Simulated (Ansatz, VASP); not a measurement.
**One calculation of Ta2N, two programs**

INCAR

```
SYSTEM = Ta2N
PREC = Accurate ; ENCUT = 520
EDIFF = 1E-6 ; ISMEAR = 0
SIGMA = 0.15 ; LREAL = .False.
LASPH = .True. ; NELM = 60
ALGO = Normal ; ISIF = 2
LWAVE = .False. ; LCHARG = .False.
GGA = CA ; NBANDS = 50
```

File KPOINTS:

```
Automatic mesh
0
Gamma
  9 9 8
  0 0 0
```

Contents of POSCAR:

```
Ta2N
1.0
    5.3378662704      0.0000000000      0.0000000000
   -2.6689331352      4.6227277921      0.0000000000
    0.0000000000      0.0000000000      4.6861127988
Ta N
6 3
Direct
    0.6669289619      0.6669289619      0.7526041962
    0.0000000000      0.3330710381      0.7526041962
    0.3330710381      0.0000000000      0.7526041962
    0.3330710381      0.3330710381      0.2473958038
    0.0000000000      0.6669289619      0.2473958038
    0.6669289619      0.0000000000      0.2473958038
    0.6666666667      0.3333333333      0.5000000000
    0.3333333333      0.6666666667      0.5000000000
    0.0000000000      0.0000000000      0.0000000000
```

Input for Ansatz:

```yaml
crystal:
  lattice:
    - [5.3378662704, 0.0, 0.0]
    - [-2.6689331352, 4.6227277921, 0.0]
    - [0.0, 0.0, 4.6861127988]
  atoms:
    - { symbol: Ta, position: [0.6669289619, 0.6669289619, 0.7526041962] }
    - { symbol: Ta, position: [0.0, 0.3330710381, 0.7526041962] }
    - { symbol: Ta, position: [0.3330710381, 0.0, 0.7526041962] }
    - { symbol: Ta, position: [0.3330710381, 0.3330710381, 0.2473958038] }
    - { symbol: Ta, position: [0.0, 0.6669289619, 0.2473958038] }
    - { symbol: Ta, position: [0.6669289619, 0.0, 0.2473958038] }
    - { symbol: "N", position: [0.6666666667, 0.3333333333, 0.5] }
    - { symbol: "N", position: [0.3333333333, 0.6666666667, 0.5] }
    - { symbol: "N", position: [0.0, 0.0, 0.0] }
basis:
  ecutwfc: 520.0
kpoints:
  mp_grid: { grid: [9, 9, 8] }
hamiltonian:
  xc: lda
  pseudopotentials: { kind: paw, azcp: { folder: soft_1 } }
scf:
  occupations: { method: gaussian, width: 0.15 }
output:
  forces: true
  stress: true
  eigenvalues: true
```

Alike in both runs: task single point; functional LDA; k mesh 9 × 9 × 8; occupations gaussian, width 0.15 eV; no spin polarisation.

```csv
,VASP,Ansatz
version,VASP 6.6.1,Ansatz 0.2.0
potentials or method,"VASP PAW LDA potentials, release 64 (Ta_pv, N), cutoff 520 eV","scalar-relativistic, plane waves, PAW"
valence electrons in the cell,81,93
```

Ansatz gave:

| Property | Result |
| --- | --- |
| gap on the k mesh at the Fermi level (eV) | none |
| pressure (GPa) | 0.7 |
| traceless stress, the component that is largest in VASP (GPa) | 12.46 |
| rms of the force components (eV/Å) | 0.046 |

Q: What did VASP give for the same quantities?

A: gap on the k mesh at the Fermi level (eV): none; pressure (GPa): 2.3; traceless stress, the component that is largest in VASP (GPa): 12.44; rms of the force components (eV/Å): 0.039.

Ansatz warns that its potentials were made for another functional, while VASP's fit it. LDA's correlation is that of Perdew and Zunger in VASP and of Perdew and Wang (1992) in Ansatz. Atom by atom the forces differ by 0.007 eV/Å (rms over components). A gap of «none» marks a metal or a gap that the smearing closes. VASP's potentials hold 81 valence electrons a cell and Ansatz's 93, so a difference there can come from the potentials and not from the codes.

Neither program's run includes spin-orbit coupling.
